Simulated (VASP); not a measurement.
Sb: single point with r2SCAN0

Crystal: Sb.

```
CELL_PARAMETERS angstrom
3.20158 0.00000 0.00000
0.00000 3.20158 0.00000
0.00000 0.00000 3.20158
ATOMIC_POSITIONS crystal
Sb 0.00000 0.00000 0.00000
```

This isn't the form of Sb at room conditions, which is rhombohedral.

- Program: VASP 6.6.1
- Task: single point
- Functional: r2SCAN0
- Potentials or basis: VASP PAW PBE potentials, release 64 (Sb_d_GW)
- Cutoff: 440 eV
- k mesh: 4 × 4 × 4
- Occupations: fermi-dirac, width 0.05 eV
- Spin: no spin polarisation

```
Pressure               : -7.6 GPa
Band gap on the k mesh : zero (an odd number of electrons rules out a gap without spin polarisation)
```

Levels at points of the mesh, in eV from the Fermi level:
| k point | band 5 | band 6 | band 7 | band 8 | band 9 | band 10 |
| --- | --- | --- | --- | --- | --- | --- |
| (0.00, 0.00, 0.00) | -32.91 | -14.29 | 3.49 | 3.49 | 3.49 | 7.73 |
| (0.50, 0.00, 0.00) | -32.91 | -11.82 | -6.67 | 5.55 | 5.55 | 10.10 |
| (0.50, 0.50, 0.00) | -32.86 | -9.10 | -4.50 | -4.50 | 3.02 | 7.54 |
| (0.50, 0.50, 0.50) | -32.86 | -6.07 | -2.52 | -2.52 | -2.52 | 5.71 |

Run time: 3 min on 1 thread of Intel(R) Xeon(R) Platinum 8375C CPU @ 2.90GHz (Ice Lake) (shared host), peak memory 0.15 GiB.

Caveat: the k points lie up to 0.49 Å⁻¹ apart, too coarse for converged energies and pressures of a metal; the PAW data sets were made with another functional, which shifts forces and pressure a little; spin-orbit coupling is left out, which moves the levels of the heavy elements.
